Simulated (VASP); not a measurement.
Runs of VASP 6.6.1 on Ag2O. The structure is that of space group Pn-3m (No. 224), or close to it. The cells are those of the table. 

```csv
level,cell,cutoff (eV),gap on the mesh (eV),pressure (GPa)
r2SCAN+D4,"a = 4.705 Å, 6 atoms",660,0.29,1.5
r2SCAN+D4,"a = 4.731 Å, 6 atoms",660,0.26,(b)
BLYP,"a = 4.968 Å, 6 atoms",600,none,-2.1
RPBE,"a = 4.929 Å, 6 atoms",600,none,-1.1
r2SCAN+D4,"a = 4.673 Å, 6 atoms",660,0.32,(a)
RPBE,"a = 4.961 Å, 6 atoms",600,none,-2.1
```

Alike in all rows: task single point; potentials or basis VASP PAW PBE potentials, release 64 (Ag, O); no spin polarisation; k mesh 6 × 6 × 6; smearing gaussian 0.05 eV.

Task: Estimate the missing entries.

Result: (a) 3.6; (b) 0.1.

Caveats: semilocal functionals underestimate gaps, and a narrow one can read as zero; the PAW data sets were made with another functional, which shifts forces and pressure a little; the cell stands under pressure (at least some runs).

A k mesh can miss the band edges, and the runs leave out spin-orbit coupling on Ag.

A gap of «none» marks levels without a gap at the run's occupations.
